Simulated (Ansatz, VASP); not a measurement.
## Cu: VASP beside Ansatz

```xyz
1
Lattice="0.0000 1.7818 1.7818 1.7818 0.0000 1.7818 1.7818 1.7818 0.0000" Properties=species:S:1:pos:R:3 pbc="T T T"
Cu    0.0000    0.0000    0.0000
```

Alike in both runs: functional PBEsol; k mesh 21 × 21 × 21; occupations fermi-dirac, width 0.1 eV; no spin polarisation.

Ansatz relaxed the structure, and its values are those at the end. VASP's run is a single point on that final structure, the one shown.

```csv
,VASP,Ansatz
version,VASP 6.6.1,Ansatz 0.2.0
potentials or method,"VASP PAW PBE potentials, release 64 (Cu)","PAW with Ansatz's default frozen-core files, scalar-relativistic"
plane-wave cutoff (eV),520,420
valence electrons in the cell,11,19
```

|  | VASP | Ansatz | Ansatz less VASP |
| --- | --- | --- | --- |
| pressure (GPa) | 0.7 | 0.0 | -0.72 |

VASP's potentials were made for PBE, not for PBEsol. The functional is the same, so the differences come from potentials, cutoffs and numerics. VASP's potentials hold 11 valence electrons a cell and Ansatz's 19, so a difference there can come from the potentials and not from the codes.
